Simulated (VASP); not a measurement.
The system is PbO.

```
Pb O
1.0
     0.00000    2.79878    2.79878
     2.79878    0.00000    2.79878
     2.79878    2.79878    0.00000
Pb O
1 1
Direct
  0.00000 0.00000 0.00000
  0.25000 0.25000 0.25000
```

Base run:

* Program: VASP 6.6.1
* Functional: r2SCAN
* Potentials or basis: VASP PAW PBE potentials, release 64 (Pb_d, O)
* Cutoff: 660 eV
* k mesh: 6 × 6 × 6
* Occupations: gaussian, width 0.01 eV
* Spin: no spin polarisation

Its results: band gap on the k mesh 0.65 eV (least direct gap 0.79 eV); pressure 0.2 GPa.

Question: The run is repeated on the same cell with these changes: functional from r2SCAN to PBE; cutoff from 660 eV to 600 eV. What comes out?

Answer: Band gap on the k mesh 0.47 eV (least direct gap 0.61 eV); pressure 2.4 GPa.

Caveats: spin-orbit coupling is left out, which moves the levels of the heavy elements; the PAW data sets were made with another functional, which shifts forces and pressure a little (at least some runs).

A k mesh can miss the band edges.
